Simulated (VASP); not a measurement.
# Ti (P6_3/mmc) in VASP: notebook, part 2 of 2

VASP 6.6.1. Earlier steps stand in the parts before.

## Step 5: Single point, PBEsol (strain +0.000 along x and y, -0.015 along z)

INCAR reads:

```
SYSTEM = Ti
  ALGO = Fast
  EDIFF = 1E-6
  ENCUT = 520
  GGA = PS
  ISIF = 2
  ISMEAR = 0
  LASPH = .TRUE.
  LCHARG = .FALSE.
  LREAL = .FALSE.
  LWAVE = .FALSE.
  NBANDS = 19
  NELM = 80
  PREC = Accurate
  SIGMA = 0.15
```

KPOINTS reads:

```
k-points
0
G
  18 18 10
  0 0 0
```

POSCAR reads:

```
Ti
1.0
    2.9499978604      0.0000000000      0.0000000000
   -1.4749989302      2.5547730882      0.0000000000
    0.0000000000      0.0000000000      4.6157100000
Ti
2
Direct
    0.3333333333      0.6666666667      0.2500000000
    0.6666666667      0.3333333333      0.7500000000
```

Potentials or basis: VASP PAW PBE potentials, release 64 (Ti_sv).

Started as:

```bash
> cat potpaw_PBE.64/Ti_sv/POTCAR > POTCAR
> mpirun -np 1 vasp_std > vasp.out
```

OUTCAR:

```text
SYSTEM = Ti
   EDIFF = 1E-6
   ENCUT = 520
   GGA = PS
   ISIF = 2
   ISMEAR = 0
   LASPH = .TRUE.
   LREAL = .FALSE.
   NELM = 80
   PREC = Accurate

 ion  position               nearest neighbor table
   1  0.333  0.667  0.250-   2 2.87   2 2.87   2 2.87   2 2.87   2 2.87   2 2.87
   2  0.667  0.333  0.750-   1 2.87   1 2.87   1 2.87   1 2.87   1 2.87   1 2.87

  LATTYP: Found a hexagonal cell.
 ALAT       =     2.9499978604
 C/A-ratio  =     1.5646485924

  Lattice vectors:

 A1 = (   2.9499978604,   0.0000000000,   0.0000000000)
 A2 = (  -1.4749989302,   2.5547730882,   0.0000000000)
 A3 = (   0.0000000000,   0.0000000000,   4.6157100000)

Analysis of symmetry for initial positions (statically):
=====================================================================
 Subroutine PRICEL returns:
 Original cell was already a primitive cell.

 Routine SETGRP: Setting up the symmetry group for a
 hexagonal supercell.

 Subroutine GETGRP returns: Found 24 space group operations
 (whereof 12 operations were pure point group operations)
 out of a pool of 24 trial point group operations.

The static configuration has the point symmetry D_3d.
[... 162 lines left out ...]

  energy without entropy =      -16.64549387  energy(sigma->0) =      -16.65729924

 E-fermi :   8.1954     XC(G=0): -11.6282

 val. band max:        8.1934222061   @ k =   0.2778   0.2778   0.4000
 cond. band min:       8.2214948525   @ k =   0.1667   0.0000   0.2000
 fundamental gap:      0.0280726464
 Fermi energy:         8.1954406145

 k-point     1 :       0.0000    0.0000    0.0000
  band No.  band energies     occupation
      1     -48.4409      2.00000
      2     -48.2958      2.00000
      3     -25.1409      2.00000
      4     -24.4918      2.00000
      5     -24.4918      2.00000
      6     -24.4081      2.00000
[... 505 lines left out ...]
      6     -24.6551      2.00000
[... 11 lines left out ...]
     18      11.7117      0.00000
     19      12.3920      0.00000

 [... further k-points ...]

------------------------ aborting loop because EDIFF is reached ----------------------------------------

  FORCE on cell =-STRESS in cart. coord.  units (eV):
  Direction    XX          YY          ZZ          XY          YZ          ZX
  --------------------------------------------------------------------------------------
  -------------------------------------------------------------------------------------
  Total       -1.1603012     -1.1603012     -0.9231585      0.0000000      0.0000000      0.0000000
  in kB      -53.4402858    -53.4402858    -42.5181466      0.0000000      0.0000000      0.0000000
  external PRESSURE =     -49.7995728 kB  Pullay stress =       0.0000000 kB

 VOLUME and BASIS-vectors are now :
 -----------------------------------------------------------------------------
  energy-cutoff  :      520.00
  volume of cell :       34.79
      direct lattice vectors                 reciprocal lattice vectors
     2.949997860  0.000000000  0.000000000     0.338983297  0.195712098  0.000000000
    -1.474998930  2.554773088  0.000000000     0.000000000  0.391424195  0.000000000
     0.000000000  0.000000000  4.615710000     0.000000000  0.000000000  0.216651393

 POSITION                                       TOTAL-FORCE (eV/Angst)
 -----------------------------------------------------------------------------------
     -0.00000      1.70318      1.15393        -0.000000     -0.000000      0.000000
      1.47500      0.85159      3.46178         0.000000      0.000000      0.000000
 -----------------------------------------------------------------------------------
    total drift:                                0.000000     -0.000000      0.000000

  FREE ENERGIE OF THE ION-ELECTRON SYSTEM (eV)
  ---------------------------------------------------
  free  energy   TOTEN  =       -16.6691046083 eV

  energy  without entropy=      -16.6454938656  energy(sigma->0) =      -16.65729924
```

OSZICAR:

```text
N       E                     dE             d eps       ncg     rms          rms(c)
DAV:   1     0.260880576292E+03    0.26088E+03   -0.13076E+04  8484   0.158E+03
DAV:   2     0.112409193215E+02   -0.24964E+03   -0.24565E+03  8673   0.439E+02
DAV:   3    -0.177547898468E+02   -0.28996E+02   -0.28653E+02 15686   0.123E+02
[... 28 lines left out ...]
RMM:  32    -0.166691001286E+02   -0.13303E-05   -0.17518E-05  8979   0.175E-02    0.380E-02
RMM:  33    -0.166691015587E+02   -0.14301E-05   -0.17297E-05  8648   0.158E-02    0.386E-02
RMM:  34    -0.166691025564E+02   -0.99774E-06   -0.11520E-05  8611   0.146E-02    0.393E-02
RMM:  35    -0.166691039381E+02   -0.13817E-05   -0.11376E-05  9275   0.145E-02    0.420E-02
RMM:  36    -0.166691046083E+02   -0.67019E-06   -0.84294E-06  8339   0.126E-02
   1 F= -.16669105E+02 E0= -.16657299E+02  d E =-.236107E-01
```

stdout:

```text
POSCAR found type information on POSCAR Ti
 POSCAR found :  1 types and       2 ions
 scaLAPACK will be used
 -----------------------------------------------------------------------------
|                                                                             |
|                                                                             |
|     You enforced a specific xc type in the INCAR file but a different       |
|     I HOPE YOU KNOW WHAT YOU ARE DOING!                                     |
|                                                                             |
 -----------------------------------------------------------------------------

 LDA part: xc-table for (Slater+PW92), standard interpolation
 POSCAR, INCAR and KPOINTS ok, starting setup
 FFT: planning ... GRIDC
 FFT: planning ... GRID_SOFT
 FFT: planning ... GRID
 WAVECAR not read
 entering main loop
WARNING in EDDRMM: call to ZHEGV failed, returncode =   6  3     14
WARNING in EDDRMM: call to ZHEGV failed, returncode =   6  3     17
WARNING in EDDRMM: call to ZHEGV failed, returncode =   6  3      5
```

It took 5.4 min on 1 thread of Intel Xeon Platinum 8259CL at 2.50GHz (Skylake/Cascade Lake), shared host; peak memory 0.24 GiB.

Results:

```
Free energy            : -16.6691 eV
Pressure               : -5.0 GPa
Band gap on the k mesh : zero (bands 12 and 13 overlap by 1.08 eV)
```

Stress tensor (GPa, compression positive):
```
-5.34  0.00  0.00
 0.00 -5.34  0.00
 0.00  0.00 -4.25
```

Levels at points of the mesh, in eV from the Fermi level:
| k point | band 9 | band 10 | band 11 | band 12 | band 13 | band 14 | band 15 | band 16 |
| --- | --- | --- | --- | --- | --- | --- | --- | --- |
| (0.00, 0.00, 0.00) | -6.21 | -2.68 | 0.75 | 0.75 | 0.89 | 0.96 | 1.27 | 1.27 |
| (0.50, 0.00, 0.00) | -2.36 | -2.17 | -1.83 | -0.67 | 0.41 | 0.67 | 1.22 | 3.30 |
| (0.00, 0.00, 0.50) | -4.32 | -4.32 | 0.14 | 0.14 | 0.64 | 0.64 | 0.64 | 0.64 |
| (0.50, 0.00, 0.50) | -2.55 | -2.55 | -0.79 | -0.79 | 1.32 | 1.32 | 1.69 | 1.69 |

Caveat: the cell differs from its parent crystal (strain +0.000 along x and y, -0.015 along z); the cell stands under tension; the PAW data sets were made with another functional, which shifts forces and pressure a little.

## Step 6: Single point, PBEsol (strain -0.015 along x and y, +0.030 along z)

INCAR reads:

```
SYSTEM = Ti
PREC = Accurate
ENCUT = 520
EDIFF = 1E-7
ISMEAR = 0
SIGMA = 0.15
LREAL = .False.
LASPH = .True.
NELM = 80
ALGO = Fast
ISIF = 2
LWAVE = .False.
LCHARG = .False.
GGA = PS
NBANDS = 19
```

KPOINTS reads:

```
Automatic mesh
0
Gamma
  18 18 10
  0 0 0
```

POSCAR reads:

```
Ti
1.0
    2.9057478925      0.0000000000      0.0000000000
   -1.4528739462      2.5164514919      0.0000000000
    0.0000000000      0.0000000000      4.8265800000
Ti
2
Direct
    0.3333333333      0.6666666667      0.2500000000
    0.6666666667      0.3333333333      0.7500000000
```

Potentials or basis: VASP PAW PBE potentials, release 64 (Ti_sv).

Started as:

```bash
> cat potpaw_PBE.64/Ti_sv/POTCAR > POTCAR
> mpirun -np 1 vasp_std > vasp.out
```

OUTCAR:

```text
SYSTEM = Ti
   PREC = Accurate
   ENCUT = 520
   EDIFF = 1E-7
   ISMEAR = 0
   LREAL = .False.
   LASPH = .True.
   NELM = 80
   ISIF = 2
   GGA = PS

 ion  position               nearest neighbor table
   1  0.333  0.667  0.250-
   2  0.667  0.333  0.750-

  LATTYP: Found a hexagonal cell.
 ALAT       =     2.9057478925
 C/A-ratio  =     1.6610456855

  Lattice vectors:

 A1 = (   2.9057478925,   0.0000000000,   0.0000000000)
[... 717 lines left out ...]

------------------------ aborting loop because EDIFF is reached ----------------------------------------

  FORCE on cell =-STRESS in cart. coord.  units (eV):
  Direction    XX          YY          ZZ          XY          YZ          ZX
  --------------------------------------------------------------------------------------
  -------------------------------------------------------------------------------------
  Total       -0.9620124     -0.9620124     -2.0594385     -0.0000000     -0.0000000      0.0000000
  in kB      -43.6722165    -43.6722165    -93.4917767     -0.0000000     -0.0000000      0.0000000
  external PRESSURE =     -60.2787366 kB  Pullay stress =       0.0000000 kB

 VOLUME and BASIS-vectors are now :
 -----------------------------------------------------------------------------
  energy-cutoff  :      520.00
  volume of cell :       35.29
      direct lattice vectors                 reciprocal lattice vectors
     2.905747892  0.000000000  0.000000000     0.344145479  0.198692485  0.000000000
    -1.452873946  2.516451492  0.000000000     0.000000000  0.397384970  0.000000000
     0.000000000  0.000000000  4.826580000     0.000000000  0.000000000  0.207186041

 POSITION                                       TOTAL-FORCE (eV/Angst)
 -----------------------------------------------------------------------------------
     -0.00000      1.67763      1.20664         0.000000     -0.000000      0.000000
      1.45287      0.83882      3.61993        -0.000000      0.000000      0.000000
 -----------------------------------------------------------------------------------
    total drift:                               -0.000000      0.000000     -0.000000

  FREE ENERGIE OF THE ION-ELECTRON SYSTEM (eV)
  ---------------------------------------------------
  free  energy   TOTEN  =       -16.6348098476 eV

  energy  without entropy=      -16.6099551115  energy(sigma->0) =      -16.62238248
```

OSZICAR:

```text
N       E                     dE             d eps       ncg     rms          rms(c)
DAV:   1     0.263794072425E+03    0.26379E+03   -0.13041E+04  8444   0.156E+03
DAV:   2     0.114564660633E+02   -0.25234E+03   -0.24830E+03  8682   0.442E+02
DAV:   3    -0.177109586937E+02   -0.29167E+02   -0.28834E+02 15747   0.124E+02
[... 38 lines left out ...]
RMM:  42    -0.166348094248E+02   -0.16364E-06   -0.20877E-06  8875   0.575E-03    0.227E-03
RMM:  43    -0.166348095691E+02   -0.14425E-06   -0.17695E-06  8632   0.524E-03    0.251E-03
RMM:  44    -0.166348096739E+02   -0.10484E-06   -0.13421E-06  8097   0.480E-03    0.263E-03
RMM:  45    -0.166348097792E+02   -0.10533E-06   -0.12916E-06  8063   0.442E-03    0.266E-03
RMM:  46    -0.166348098476E+02   -0.68397E-07   -0.91872E-07  7706   0.407E-03
   1 F= -.16634810E+02 E0= -.16622382E+02  d E =-.248547E-01
```

stdout:

```text
POSCAR found type information on POSCAR Ti
 POSCAR found :  1 types and       2 ions
 scaLAPACK will be used
 -----------------------------------------------------------------------------
[... 56 lines left out ...]
 num prob  num prob  num prob  num prob  num prob  num prob RMM:  44    -0.166348096739E+02   -0.10484E-06   -0.13421E-06  8097   0.480E-03    0.263E-03
WARNING in EDDRMM: call to ZHEGV failed, returncode =   8  4      6
 num prob WARNING in EDDRMM: call to ZHEGV failed, returncode =   8  4      5
 num prob  num prob  num prob WARNING in EDDRMM: call to ZHEGV failed, returncode =   8  4     19
 num prob  num prob  num prob  num prob  num prob  num prob  num prob  num prob  num prob  num prob  num prob  num prob  num prob  num prob  num prob  num prob  num prob  num prob  num prob  num prob  num prob  num prob RMM:  46    -0.166348098476E+02   -0.68397E-07   -0.91872E-07  7706   0.407E-03
```

It took 6.8 min on 1 thread of Intel Xeon Platinum 8259CL at 2.50GHz (Skylake/Cascade Lake), shared host; peak memory 0.24 GiB.

What came out:

```yaml
Free_energy: -16.6348 eV
Pressure: -6.0 GPa
Band_gap_on_the_k_mesh: zero (bands 12 and 13 overlap by 0.93 eV)
```

Levels at points of the mesh, in eV from the Fermi level:
| k point | band 8 | band 9 | band 10 | band 11 | band 12 | band 13 | band 14 | band 15 | band 16 | band 17 |
| --- | --- | --- | --- | --- | --- | --- | --- | --- | --- | --- |
| (0.00, 0.00, 0.00) | -32.56 | -6.15 | -2.68 | 0.35 | 0.61 | 0.84 | 0.84 | 1.25 | 1.25 | 1.84 |
| (0.50, 0.00, 0.00) | -32.65 | -2.27 | -2.09 | -1.84 | -0.44 | 0.46 | 0.72 | 1.00 | 3.43 | 3.48 |
| (0.00, 0.00, 0.50) | -32.60 | -4.42 | -4.42 | -0.08 | -0.08 | 0.80 | 0.80 | 0.80 | 0.80 | 2.77 |
| (0.50, 0.00, 0.50) | -32.72 | -2.49 | -2.49 | -0.87 | -0.87 | 1.36 | 1.36 | 1.84 | 1.84 | 3.58 |

Caveat: the cell differs from its parent crystal (strain -0.015 along x and y, +0.030 along z); the cell stands under tension; the PAW data sets were made with another functional, which shifts forces and pressure a little.

## Step 7: Single point, PBEsol (strain +0.015 along x and y, -0.030 along z)

INCAR reads:

```
SYSTEM = Ti
  ALGO = Fast
  EDIFF = 1E-7
  ENCUT = 520
  GGA = PS
  ISIF = 2
  ISMEAR = 0
  LASPH = .True.
  LCHARG = .True.
  LELF = .True.
  LREAL = .False.
  LVHAR = .True.
  LWAVE = .False.
  NBANDS = 19
  NELM = 60
  PREC = Accurate
  SIGMA = 0.15
```

KPOINTS reads:

```
k-points
0
Gamma
  18 18 10
  0 0 0
```

POSCAR reads:

```
Ti
1.0
    2.9942478283      0.0000000000      0.0000000000
   -1.4971239141      2.5930946845      0.0000000000
    0.0000000000      0.0000000000      4.5454200000
Ti
2
Direct
    0.3333333333      0.6666666667      0.2500000000
    0.6666666667      0.3333333333      0.7500000000
```

Started as:

```bash
> cat potpaw_PBE.64/Ti_sv/POTCAR > POTCAR
> mpirun -np 1 vasp_std > vasp.out
```

Run time: 7.4 min. Hardware: 1 thread of Intel Xeon Platinum 8259CL at 2.50GHz (Skylake/Cascade Lake), shared host; peak memory 0.25 GiB.

Results (log left out):

- Free energy: -16.6412 eV
- Pressure: -5.9 GPa
- Band gap on the k mesh: zero (bands 12 and 13 overlap by 1.08 eV)

Stress tensor (GPa, compression positive):
```
-7.27  0.00  0.00
 0.00 -7.27  0.00
 0.00  0.00 -3.15
```

Levels at points of the mesh, in eV from the Fermi level:
```tsv
k point	band 9	band 10	band 11	band 12	band 13	band 14	band 15	band 16
(0.00, 0.00, 0.00)	-6.18	-2.64	0.70	0.70	1.13	1.13	1.26	1.26
(0.50, 0.00, 0.00)	-2.39	-2.15	-1.76	-0.79	0.26	0.76	1.32	3.13
(0.00, 0.00, 0.50)	-4.24	-4.24	0.25	0.25	0.54	0.54	0.54	0.54
(0.50, 0.00, 0.50)	-2.51	-2.51	-0.72	-0.72	1.26	1.26	1.57	1.57
```

Caveat: the cell differs from its parent crystal (strain +0.015 along x and y, -0.030 along z); the cell stands under tension; the PAW data sets were made with another functional, which shifts forces and pressure a little.

## Step 8: Summary

| cell | further INCAR settings | gap on the mesh (eV) | pressure (GPa) |
| --- | --- | --- | --- |
| a = 2.950, b = 2.950, c = 4.545 Å, angles 90.0, 90.0, 120.0°, 2 atoms | ALGO = Fast; EDIFF = 1e-07; NBANDS = 19 | none | -2.9 |
| a = 2.906, b = 2.906, c = 4.686 Å, angles 90.0, 90.0, 120.0°, 2 atoms | ALGO = Fast; EDIFF = 1e-06; NBANDS = 19 | none | -3.3 |
| a = 2.906, b = 2.906, c = 4.756 Å, angles 90.0, 90.0, 120.0°, 2 atoms | ALGO = Fast; EDIFF = 1e-06; NBANDS = 19 | none | -4.5 |
| a = 2.950, b = 2.950, c = 4.616 Å, angles 90.0, 90.0, 120.0°, 2 atoms | ALGO = Fast; EDIFF = 1e-06; NBANDS = 19 | none | -5.0 |
| a = 2.906, b = 2.906, c = 4.827 Å, angles 90.0, 90.0, 120.0°, 2 atoms | ALGO = Fast; EDIFF = 1e-07; NBANDS = 19 | none | -6.0 |
| a = 2.994, b = 2.994, c = 4.545 Å, angles 90.0, 90.0, 120.0°, 2 atoms | ALGO = Fast; EDIFF = 1e-07; NBANDS = 19 | none | -5.9 |

Alike in all rows: task single point; level PBEsol; potentials or basis VASP PAW PBE potentials, release 64 (Ti_sv); no spin polarisation; k mesh 18 × 18 × 10; cutoff (eV) 520; smearing gaussian 0.15 eV.

Caveats: the PAW data sets were made with another functional, which shifts forces and pressure a little; the cell stands under tension (at least some runs).

Total energies depend on the potentials used, so only differences within one code and one set of settings carry meaning.
